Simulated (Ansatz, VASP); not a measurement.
# GaF in VASP and in Ansatz

```
Ga F
1.0
     3.16592    0.00000    0.00000
     0.00000    3.16592    0.00000
     0.00000    0.00000    3.16592
Ga F
1 1
Direct
  0.00000 0.00000 0.00000
  0.50000 0.50000 0.50000
```

Alike in both runs: task single point; functional PBE; k mesh 5 × 5 × 5; occupations fermi-dirac, width 0.03 eV; no spin polarisation.

```csv
,VASP,Ansatz
version,VASP 6.6.1,Ansatz 0.2.0
potentials or method,"VASP PAW PBE potentials, release 64 (Ga_d, F), cutoff 520 eV","all-electron LAPW, scalar-relativistic"
```

VASP gave:

* gap on the k mesh at the Fermi level (eV): 2.34
* least direct gap on the mesh (eV): 2.80
* pressure (GPa): -0.4

Q: Estimate Ansatz's values.

A: gap on the k mesh at the Fermi level (eV): 2.34; least direct gap on the mesh (eV): 2.80; pressure (GPa): -0.2.

Ansatz ran all-electron here, and VASP with PAW potentials.
